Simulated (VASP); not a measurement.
Crystal: C.

```
C
1.0
     2.52210    0.00000    0.00000
    -1.26105    2.18420    0.00000
     0.00000    0.00000   12.35570
C
12
Direct
  0.66667 0.33333 0.35417
  0.33333 0.66667 0.85417
  0.66667 0.33333 0.14583
  0.33333 0.66667 0.64583
  0.66667 0.33333 0.47917
  0.33333 0.66667 0.97917
  0.66667 0.33333 0.02083
  0.33333 0.66667 0.52083
  0.00000 0.00000 0.81250
  0.00000 0.00000 0.31250
  0.00000 0.00000 0.68750
  0.00000 0.00000 0.18750
```

Base run:

* Program: VASP 6.6.1
* Functional: PBE exchange alone
* Potentials or basis: VASP PAW PBE potentials, release 64 (C)
* Cutoff: 520 eV
* k mesh: 12 × 12 × 3
* Occupations: fermi-dirac, width 0.05 eV
* Spin: no spin polarisation

Its results: band gap on the k mesh 4.69 eV (least direct gap 5.44 eV); pressure 32.7 GPa; largest force 0.328 eV/Å.

Question: After a change of settings the same cell gave: band gap on the k mesh 4.68 eV (least direct gap 5.46 eV); pressure 12.1 GPa; largest force 0.322 eV/Å. Which change was it?
A. functional from PBE exchange alone to BLYP
B. functional from PBE exchange alone to r2SCAN; further incar settings from ALGO = Normal; EDIFF = 1e-07; NBANDS = 36 to ALGO = Normal; EDIFF = 1e-06; NBANDS = 36
C. functional from PBE exchange alone to RPBE; further incar settings from ALGO = Normal; EDIFF = 1e-07; NBANDS = 36 to ALGO = Normal; EDIFF = 1e-06; NBANDS = 36
D. functional from PBE exchange alone to PBE; k mesh from 12 × 12 × 3 to 9 × 9 × 2

Answer: A.

Caveats: the cell stands under pressure; an odd mesh through Γ misses points on the zone boundary, where band edges can lie; the PAW data sets were made with another functional, which shifts forces and pressure a little (at least some runs).
